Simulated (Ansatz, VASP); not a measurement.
# One calculation of F, two programs

File INCAR:

```
PREC     = Accurate       # precision mode
ENCUT    = 520            # plane-wave cutoff, eV
EDIFF    = 1E-7           # SCF threshold, eV
ISMEAR   = -1             # smearing method
SIGMA    = 0.05           # smearing width, eV
LREAL    = F              # projectors in reciprocal space
LASPH    = T              # aspherical terms in the spheres
NELM     = 60             # most SCF steps
ALGO     = Normal         # electronic algorithm
ISIF     = 2              # what is computed and relaxed
LWAVE    = F              # write WAVECAR
LCHARG   = T              # write CHGCAR
GGA      = PS             # functional
LELF     = T              # ELF
LVHAR    = T            
NBANDS   = 22             # bands
```

The input KPOINTS:

```
regular mesh
0
Gamma
  9 9 4
```

The input POSCAR:

```
F
1.0
    2.9084446355     -1.7315101107      0.1675331436
    2.9084446355      1.7315101107      0.1675331436
   -1.1896061683      0.0000000000      6.5113812931
F
4
Direct
    0.9217777019      0.5857884117      0.0939778158
    0.4142115883      0.0782222981      0.4060221842
    0.0782222981      0.4142115883      0.9060221842
    0.5857884117      0.9217777019      0.5939778158
```

Input for Ansatz:

```yaml
crystal:
  lattice:
    - [2.9084446355, -1.7315101107, 0.1675331436]
    - [2.9084446355, 1.7315101107, 0.1675331436]
    - [-1.1896061683, 0.0, 6.5113812931]
  atoms:
    - { symbol: F, position: [0.9217777019, 0.5857884117, 0.0939778158] }
    - { symbol: F, position: [0.4142115883, 0.0782222981, 0.4060221842] }
    - { symbol: F, position: [0.0782222981, 0.4142115883, 0.9060221842] }
    - { symbol: F, position: [0.5857884117, 0.9217777019, 0.5939778158] }
hamiltonian:
  xc: pbesol
  pseudopotentials:
    kind: paw
    azcp:
      F: "pseudopotentials/F.paw.azcp"
basis:
  ecutwfc: 420
  fft_grid_basis: typed
kpoints:
  mp_grid: { grid: [9, 9, 4], shift: [0, 0, 0] }
magnetization:
  spin_polarized: false
scf:
  occupations: { method: fermi_dirac, width: 0.05 }
  lower_state_search: "off"
output:
  stress: true
  write_density: true
  write_potential: true
  elf: true
  volumetric_format: npy
```

Alike in both runs: task single point; functional PBEsol; k mesh 9 × 9 × 4; occupations fermi-dirac, width 0.05 eV; no spin polarisation.

```csv
,VASP,Ansatz
version,VASP 6.6.1,Ansatz 0.2.0
potentials or method,"VASP PAW PBE potentials, release 64 (F), cutoff 520 eV","plane waves (420 eV) with PAW, scalar-relativistic"
valence electrons in the cell,28,28
```

Ansatz gave:

```
gap on the k mesh at the Fermi level (eV)                     : 3.61
pressure (GPa)                                                : 3.8
traceless stress, the component that is largest in VASP (GPa) : 5.17
```

**Question.** Which values does VASP return?

**Answer.** gap on the k mesh at the Fermi level (eV): 3.52; pressure (GPa): 4.4; traceless stress, the component that is largest in VASP (GPa): 6.85.

VASP's potentials were made for PBE, not for PBEsol, and Ansatz warns of the same on its side.
